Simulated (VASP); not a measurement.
# RbBr (Fm-3m) in VASP: a series of runs

Aim: see how the results for RbBr move with the level of theory and the settings. Levels: PBE, r2SCAN. Tasks: single point, relaxation of cell and atoms.

Everything below comes from runs of VASP 6.6.1. Logs are shortened: lines on timing, memory, paths and dates and some standing lists are left out, and cuts for length are marked.

## Step 1: The cell of the first run

Symmetry: Fm-3m, No. 225, cubic system. The conventional cell has a = 7.013 Å, b = 7.013 Å, c = 7.013 Å, α = 90.00°, β = 90.00°, γ = 90.00°. Within 4.6 Å of Rb (site symmetry m-3m) lie 6 Br at 3.51 Å. Br (site symmetry m-3m) has 6 Rb at 3.51 Å within 4.6 Å.

## Step 2: Single point, PBE

File INCAR:

```
SYSTEM = RbBr
PREC = Accurate ; ENCUT = 520
EDIFF = 1E-7 ; ISMEAR = -1
SIGMA = 0.02 ; LREAL = .FALSE.
LASPH = .TRUE. ; NELM = 60
ALGO = Normal ; ISIF = 2
LWAVE = .FALSE. ; LCHARG = .FALSE.
GGA = PE ; NBANDS = 15
```

File KPOINTS:

```
Automatic mesh
0
G
  6 6 6
  0 0 0
```

File POSCAR:

```
RbBr
1.0
    0.0000000000      3.5064331675      3.5064331675
    3.5064331675      0.0000000000      3.5064331675
    3.5064331675      3.5064331675      0.0000000000
Rb Br
1 1
Direct
    0.0000000000      0.0000000000      0.0000000000
    0.5000000000      0.5000000000      0.5000000000
```

Potentials or basis: VASP PAW PBE potentials, release 64 (Rb_sv, Br).

On the command line:

```bash
cat potpaw_PBE.64/Rb_sv/POTCAR potpaw_PBE.64/Br/POTCAR > POTCAR
mpirun -np 1 vasp_std > vasp.out
```

OUTCAR:

```text
SYSTEM = RbBr
   PREC = Accurate
   ENCUT = 520
   EDIFF = 1E-7
   ISMEAR = -1
   LREAL = .FALSE.
   LASPH = .TRUE.
   NELM = 60
   ISIF = 2
   GGA = PE

 ion  position               nearest neighbor table
   1  0.000  0.000  0.000-   2 3.51   2 3.51   2 3.51   2 3.51   2 3.51   2 3.51
   2  0.500  0.500  0.500-   1 3.51   1 3.51   1 3.51   1 3.51   1 3.51   1 3.51

  LATTYP: Found a face centered cubic cell.
 ALAT       =     7.0128663350

  Lattice vectors:

 A1 = (   0.0000000000,   3.5064331675,   3.5064331675)
 A2 = (   3.5064331675,   0.0000000000,   3.5064331675)
 A3 = (   3.5064331675,   3.5064331675,   0.0000000000)

Analysis of symmetry for initial positions (statically):
=====================================================================
 Subroutine PRICEL returns:
 Original cell was already a primitive cell.

 Routine SETGRP: Setting up the symmetry group for a
 face centered cubic supercell.

 Subroutine GETGRP returns: Found 48 space group operations
 (whereof 48 operations were pure point group operations)
 out of a pool of 48 trial point group operations.

The static configuration has the point symmetry O_h .

Analysis of symmetry for dynamics (positions and initial velocities):
=====================================================================
 Subroutine PRICEL returns:
 Original cell was already a primitive cell.

 Routine SETGRP: Setting up the symmetry group for a
 face centered cubic supercell.

 Subroutine GETGRP returns: Found 48 space group operations
 (whereof 48 operations were pure point group operations)
 out of a pool of 48 trial point group operations.

The dynamic configuration has the point symmetry O_h .

 Subroutine INISYM returns: Found 48 space group operations
 (whereof 48 operations are pure point group operations),
 and found     1 'primitive' translations

----------------------------------------------------------------------------------------

                                     Primitive cell

  volume of cell :      86.2237

  direct lattice vectors                    reciprocal lattice vectors
     0.000000000  3.506433168  3.506433168    -0.142595046  0.142595046  0.142595046
     3.506433168  0.000000000  3.506433168     0.142595046 -0.142595046  0.142595046
     3.506433168  3.506433168  0.000000000     0.142595046  0.142595046 -0.142595046

  length of vectors
     4.958845341  4.958845341  4.958845341     0.246981865  0.246981865  0.246981865

  position of ions in fractional coordinates (direct lattice)
     0.000000000  0.000000000  0.000000000
     0.500000000  0.500000000  0.500000000

  ion indices of the primitive-cell ions
   primitive index   ion index
                 1           1
                 2           2

----------------------------------------------------------------------------------------

 KPOINTS: Automatic mesh

Automatic generation of k-mesh.
 Grid dimensions read from file:
 generate k-points for:    6    6    6

 Generating k-lattice:

  Cartesian coordinates                     Fractional coordinates (reciprocal lattice)
    -0.023765841  0.023765841  0.023765841     0.166666667  0.000000000  0.000000000
     0.023765841 -0.023765841  0.023765841     0.000000000  0.166666667  0.000000000
     0.023765841  0.023765841 -0.023765841     0.000000000  0.000000000  0.166666667

  Length of vectors
     0.041163644  0.041163644  0.041163644

  Shift w.r.t. Gamma in fractional coordinates (k-lattice)
     0.000000000  0.000000000  0.000000000

 Subroutine IBZKPT returns following result:
 ===========================================

 Found     16 irreducible k-points:

 Following reciprocal coordinates:
            Coordinates               Weight
  0.000000  0.000000  0.000000      1.000000
  0.166667  0.000000  0.000000      8.000000
  0.333333  0.000000  0.000000      8.000000
  0.500000  0.000000  0.000000      4.000000
  0.166667  0.166667  0.000000      6.000000
  0.333333  0.166667  0.000000     24.000000
[... 8 lines left out ...]
 -0.333333  0.333333  0.166667     24.000000
 -0.333333  0.500000  0.166667     12.000000
   k-points           NKPTS =     16   k-points in BZ     NKDIM =     16   number of bands    NBANDS=     15
   number of dos      NEDOS =    301   number of ions     NIONS =      2
   total plane-waves  NPLWV =  64000
   dimension x,y,z NGX =    40 NGY =   40 NGZ =   40
   dimension x,y,z NGXF=    80 NGYF=   80 NGZF=   80
   ions per type =               1   1
   NGX,Y,Z   is equivalent  to a cutoff of  13.41, 13.41, 13.41 a.u.
   NGXF,Y,Z  is equivalent  to a cutoff of  26.82, 26.82, 26.82 a.u.
 SYSTEM =  RbBr
   PREC   = accura    normal or accurate (medium, high low for compatibility)
   ISTART =      0    job   : 0-new  1-cont  2-samecut
   ICHARG =      2    charge: 1-file 2-atom 10-const
   ISPIN  =      1    spin polarized calculation?
   LNONCOLLINEAR =      F non collinear calculations
   LSORBIT =      F    spin-orbit coupling
   LASPH  =      T    aspherical Exc in radial PAW
   ENCUT  =  520.0 eV  38.22 Ry    6.18 a.u.   9.22  9.22  9.22*2*pi/ulx,y,z
   NELM   =     60;   NELMIN=  2; NELMDL= -5     # of ELM steps
   EDIFF  = 0.1E-06   stopping-criterion for ELM
   LREAL  =      F    real-space projection
   EDIFFG = 0.1E-05   stopping-criterion for IOM
   NSW    =      0    number of steps for IOM
   IBRION =     -1    ionic relax: 0-MD 1-quasi-New 2-CG
   NFREE  =      0    steps in history (QN), initial steepest desc. (CG)
   ISIF   =      2    stress and relaxation
   ISYM   =      2    0-nonsym 1-usesym 2-fastsym
   POTIM  = 0.5000    time-step for ionic-motion
   TEBEG  =    0.0;   TEEND  =   0.0 temperature during run
   PSTRESS=    0.0 pullay stress
   NELECT =      16.0000    total number of electrons
   NUPDOWN=      -1.0000    fix difference up-down
   EMIN   =  10.00;   EMAX   =-10.00  energy-range for DOS
   EFERMI =   0.00;   METHOD = LEGACY
   ISMEAR =    -1;   SIGMA  =   0.02  broadening in eV -4-tet -1-fermi 0-gaus
   EFERMI_NEDOS =   21; number of points for ismear=-14 and -15
   IALGO  =     38    algorithm
   IMIX   =      4    mixing-type and parameters
     AMIX     =   0.40;   BMIX     =  1.00
     AMIX_MAG =   1.60;   BMIX_MAG =  1.00
  volume/ion in A,a.u.               =      43.11       290.93
  Fermi-wavevector in a.u.,A,eV,Ry     =   0.933769  1.764567 11.863243  0.871924
  Thomas-Fermi vector in A             =   2.060504
   LORBIT       =      0    0 simple, 1 ext, 2 COOP (PROOUT), +10 PAW based schemes
   GGA     = PE    functional components
   LHFCALC =     F    Hartree Fock is set to
   AEXX    =    0.0000 exact exchange contribution
   IVDW    =     0    specifies the selected vdW correction
   LEPSILON=     F    determine dielectric tensor
   LRPA    =     F    only Hartree local field effects (RPA)
 non-spin polarized calculation
  energy-cutoff  :      520.00
  volume of cell :       86.22
 maximum number of plane-waves:      2346
 NGX is ok and might be reduce to    40
   NGX = 19   NGY = 19   NGZ = 19

 number of electron      15.9999999 magnetization

 Free energy of the ion-electron system (eV)
  ---------------------------------------------------
  ext. energy  EPLUGINS =         0.00000000
  ---------------------------------------------------
  free energy    TOTEN  =        -6.11551710 eV

  energy without entropy =       -6.11551710  energy(sigma->0) =       -6.11551710

 E-fermi :  -1.5676     XC(G=0):  -6.9654

 val. band max:       -1.9991627803   @ k =   0.0000   0.0000   0.0000
 cond. band min:       2.1948392134   @ k =   0.0000   0.0000   0.0000
 fundamental gap:      4.1940019938
 Fermi energy:        -1.5675785287

 k-point     1 :       0.0000    0.0000    0.0000
  band No.  band energies     occupation
      1     -26.5629      2.00000
      2     -14.1160      2.00000
      3     -10.6340      2.00000
      4     -10.6340      2.00000
      5     -10.6340      2.00000
      6      -1.9992      2.00000
      7      -1.9992      2.00000
      8      -1.9992      2.00000
      9       2.1948      0.00000
     10       5.2537      0.00000
     11       5.2537      0.00000
     12       5.2537      0.00000
     13       6.0956      0.00000
     14       6.0956      0.00000
     15       8.8265      0.00000

 k-point     2 :       0.1667    0.0000    0.0000
  band No.  band energies     occupation
      1     -26.5613      2.00000
      2     -14.1232      2.00000
      3     -10.6358      2.00000
      4     -10.6358      2.00000
      5     -10.6263      2.00000
      6      -2.2672      2.00000
      7      -2.0782      2.00000
      8      -2.0782      2.00000
      9       2.7897      0.00000
     10       5.1116      0.00000
     11       5.5602      0.00000
     12       5.5602      0.00000
     13       6.4586      0.00000
     14       6.4586      0.00000
     15       9.7591      0.00000

 k-point     3 :       0.3333    0.0000    0.0000
  band No.  band energies     occupation
      1     -26.5581      2.00000
      2     -14.1374      2.00000
      3     -10.6392      2.00000
      4     -10.6392      2.00000
      5     -10.6109      2.00000
      6      -2.6957      2.00000
      7      -2.2272      2.00000
      8      -2.2272      2.00000
      9       4.0076      0.00000
     10       5.1779      0.00000
     11       6.4105      0.00000
     12       6.4105      0.00000
     13       7.3692      0.00000
     14       7.3692      0.00000
     15       9.1772      0.00000
[... 199 lines left out ...]
 k-point    15 :      -0.3333    0.3333    0.1667
  band No.  band energies     occupation
      1     -26.5550      2.00000
      2     -14.1050      2.00000
      3     -10.7084      2.00000
      4     -10.7026      2.00000
      5     -10.6231      2.00000
      6      -2.5733      2.00000
      7      -2.3217      2.00000
      8      -2.2900      2.00000
      9       4.9225      0.00000
     10       5.1361      0.00000
     11       6.2531      0.00000
     12       6.5397      0.00000
     13       7.9585      0.00000
     14       8.5962      0.00000
     15       8.6090      0.00000

 k-point    16 :      -0.3333    0.5000    0.1667
  band No.  band energies     occupation
      1     -26.5546      2.00000
      2     -14.0864      2.00000
      3     -10.7512      2.00000
      4     -10.7095      2.00000
      5     -10.6393      2.00000
      6      -2.3960      2.00000
      7      -2.3615      2.00000
      8      -2.2490      2.00000
      9       4.3074      0.00000
     10       5.5763      0.00000
     11       5.8140      0.00000
     12       6.6679      0.00000
     13       7.7566      0.00000
     14       8.5861      0.00000
     15       8.9776      0.00000

------------------------ aborting loop because EDIFF is reached ----------------------------------------

  FORCE on cell =-STRESS in cart. coord.  units (eV):
  Direction    XX          YY          ZZ          XY          YZ          ZX
  --------------------------------------------------------------------------------------
  -------------------------------------------------------------------------------------
  Total        0.0254404      0.0254404      0.0254404     -0.0000000     -0.0000000      0.0000000
  in kB        0.4727247      0.4727247      0.4727247     -0.0000000     -0.0000000      0.0000000
  external PRESSURE =       0.4727247 kB  Pullay stress =       0.0000000 kB

 VOLUME and BASIS-vectors are now :
 -----------------------------------------------------------------------------
  energy-cutoff  :      520.00
  volume of cell :       86.22
      direct lattice vectors                 reciprocal lattice vectors
     0.000000000  3.506433168  3.506433168    -0.142595046  0.142595046  0.142595046
     3.506433168  0.000000000  3.506433168     0.142595046 -0.142595046  0.142595046
     3.506433168  3.506433168  0.000000000     0.142595046  0.142595046 -0.142595046

 POSITION                                       TOTAL-FORCE (eV/Angst)
 -----------------------------------------------------------------------------------
      0.00000      0.00000      0.00000         0.000000      0.000000      0.000000
      3.50643      3.50643      3.50643        -0.000000     -0.000000      0.000000
 -----------------------------------------------------------------------------------
    total drift:                                0.000000     -0.000000     -0.000000

  FREE ENERGIE OF THE ION-ELECTRON SYSTEM (eV)
  ---------------------------------------------------
  free  energy   TOTEN  =        -6.1155171000 eV

  energy  without entropy=       -6.1155171000  energy(sigma->0) =       -6.11551710
```

It took 12 s on 1 thread of Intel Xeon 6975P-C (Granite Rapids), shared host; peak memory 0.24 GiB.

What came out:

```yaml
Free_energy: -6.1155 eV
Pressure: 0.0 GPa
Band_gap_on_the_k_mesh: 4.19 eV
```

(Continued in part 2 of 2.)
